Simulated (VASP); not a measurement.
## B: single point with PBE

The system is B.

```
B
1.0
     0.00000    2.13443    2.13443
     2.13443    0.00000    2.13443
     2.13443    2.13443    0.00000
B
3
Direct
  0.25000 0.25000 0.25000
  0.75000 0.75000 0.75000
  0.00000 0.00000 0.00000
```

The cell was built from a structure type or drawn by symmetry, and may not be a known phase.

```json
{
  "Program": "VASP 6.6.1",
  "Task": "single point",
  "Functional": "PBE",
  "Potentials or basis": "VASP PAW PBE potentials, release 64 (B)",
  "Cutoff": "520 eV",
  "k mesh": "6 × 6 × 6",
  "Occupations": "gaussian, width 0.1 eV",
  "Spin": "no spin polarisation",
  "Dipole correction": "no",
  "Further INCAR settings": "ALGO = Normal; EDIFF = 1e-06; NBANDS = 12"
}
```

The pressure is -0.3 GPa and the band gap on the k mesh is zero (an odd number of electrons rules out a gap without spin polarisation).

Levels at points of the mesh, in eV from the Fermi level:
```csv
k point,band 1,band 2,band 3,band 4,band 5,band 6,band 7,band 8,band 9,band 10
"(0.00, 0.00, 0.00)",-18.38,-1.47,-1.47,-1.47,-0.40,-0.40,-0.40,6.44,7.89,7.89
"(0.50, 0.00, 0.00)",-13.91,-13.20,-3.91,-3.91,-0.04,-0.04,3.22,5.99,11.57,11.57
"(0.50, 0.50, 0.00)",-12.10,-11.89,-7.80,-7.80,-2.73,0.69,9.02,9.02,11.68,12.85
```

Wall time 7.3 s on 1 thread of Intel Xeon 8259CL, on a shared host, peak memory 0.12 GiB.

Caveat: the k points lie up to 0.42 Å⁻¹ apart, too coarse for converged energies and pressures of a metal.
